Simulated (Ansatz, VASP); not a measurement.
Two plane-wave programs on ZnPb6F

```
CELL_PARAMETERS angstrom
0.00000 5.37484 5.37484
5.37484 0.00000 5.37484
5.37484 5.37484 0.00000
ATOMIC_POSITIONS crystal
Zn 0.00000 0.00000 0.00000
Pb 0.74433 0.25567 0.25567
Pb 0.25567 0.74433 0.74433
Pb 0.25567 0.74433 0.25567
Pb 0.74433 0.25567 0.74433
Pb 0.25567 0.25567 0.74433
Pb 0.74433 0.74433 0.25567
F 0.50000 0.50000 0.50000
```

Alike in both runs: functional PBE; k mesh 4 × 4 × 4; occupations gaussian, width 0.1 eV; no spin polarisation.

Ansatz relaxed the structure, and its values are those at the end. VASP's run is a single point on that final structure, the one shown.

|  | VASP | Ansatz |
| --- | --- | --- |
| version | VASP 6.6.1 | Ansatz 0.2.0 |
| potentials or method | VASP PAW PBE potentials, release 64 (Zn, Pb_d, F), cutoff 520 eV | scalar-relativistic, plane waves, PAW |
| valence electrons in the cell | 103 | 103 |

|  | VASP | Ansatz | Ansatz less VASP |
| --- | --- | --- | --- |
| gap on the k mesh at the Fermi level (eV) | none | none | - |
| pressure (GPa) | -0.1 | 0.0 | +0.04 |

A gap of «none» marks a metal or a gap that the smearing closes.

Spin-orbit coupling is off throughout.
